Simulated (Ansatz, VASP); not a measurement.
# One calculation of Cs2Ba, two programs

```xyz
3
Lattice="0.0000 5.6953 5.6953 5.6953 0.0000 5.6953 5.6953 5.6953 0.0000" Properties=species:S:1:pos:R:3 pbc="T T T"
Cs    8.5430    8.5430    8.5430
Cs    2.8477    2.8477    2.8477
Ba    0.0000    0.0000    0.0000
```

Alike in both runs: functional PBE; k mesh 8 × 8 × 8; occupations gaussian, width 0.1 eV; no spin polarisation.

Ansatz relaxed the structure, and its values are those at the end. VASP's run is a single point on that final structure, the one shown.

|  | VASP | Ansatz |
| --- | --- | --- |
| version | VASP 6.6.1 | Ansatz 0.2.0 |
| potentials or method | VASP PAW PBE potentials, release 64 (Cs_sv, Ba_sv), cutoff 520 eV | scalar-relativistic, plane waves, PAW |
| valence electrons in the cell | 28 | 28 |

|  | VASP | Ansatz | Ansatz less VASP |
| --- | --- | --- | --- |
| gap on the k mesh at the Fermi level (eV) | none | none | - |
| pressure (GPa) | 0.0 | 0.0 | 0.00 |

A gap of «none» marks a metal or a gap that the smearing closes.

Spin-orbit coupling is off throughout.
